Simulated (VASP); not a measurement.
ScAl3, 4 atoms in the cell. It takes space group Pm-3m (No. 221, cubic). The conventional cell has a = 4.137 Å, b = 4.137 Å, c = 4.137 Å, α = 90.00°, β = 90.00°, γ = 90.00°. Within 3.9 Å of Sc (site symmetry m-3m) lie 12 Al at 2.93 Å. Al (site symmetry 4/mmm) has 4 Sc at 2.93 Å and 8 Al at 2.93 Å within 3.9 Å. 

```yaml
Program: VASP 6.6.1
Task: single point
Functional: RPBE
Potentials_or_basis: VASP PAW PBE potentials, release 64 (Sc_sv, Al)
Cutoff: 520 eV
k_mesh: 7 × 7 × 7
Occupations: fermi-dirac, width 0.05 eV
Spin: no spin polarisation
Dipole_correction: no
Further_INCAR_settings: ALGO = Normal; EDIFF = 1e-06; NBANDS = 18
```

Potentials or basis: VASP PAW PBE potentials, release 64 (Sc_sv, Al).

Launch:

```sh
$ cat potpaw_PBE.64/Sc_sv/POTCAR potpaw_PBE.64/Al/POTCAR > POTCAR
$ mpirun -np 1 vasp_std > vasp.out
```

Hardware: 1 thread of Intel Xeon 8259CL, on a shared host.

Question: How long does it take, and how much memory?

Answer: Run time: 33 s on 1 thread of Intel Xeon 8259CL, on a shared host, peak memory 0.18 GiB. Counts: scf iterations 13, k points 20.
